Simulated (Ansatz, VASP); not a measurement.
One calculation of LiCl, two programs

```
CELL_PARAMETERS angstrom
-0.06816 2.48788 2.48788
2.48788 -0.06816 2.48788
2.48788 2.48788 -0.06816
ATOMIC_POSITIONS crystal
Li 0.00000 0.00000 0.00000
Cl 0.50000 0.50000 0.50000
```

Change from the starting cell: shear_111 strain -4.0%.

Alike in both runs: task single point; functional PBE; k mesh 8 × 8 × 8; occupations fermi-dirac, width 0.02 eV; no spin polarisation.

|  | VASP | Ansatz |
| --- | --- | --- |
| version | VASP 6.6.1 | Ansatz 0.2.0 |
| potentials or method | VASP PAW PBE potentials, release 64 (Li_sv, Cl) | plane waves, PAW |
| plane-wave cutoff (eV) | 520 | 420 |
| valence electrons in the cell | 10 | 10 |

Ansatz gave:

```
gap on the k mesh at the Fermi level (eV) : 6.42
```

Task: What did VASP give for the same quantities?

Result: gap on the k mesh at the Fermi level (eV): 6.44.

The functional is the same, so the differences come from potentials, cutoffs and numerics.

Noted on VASP's run: the cutoff is short for stress, so the pressure is rough.
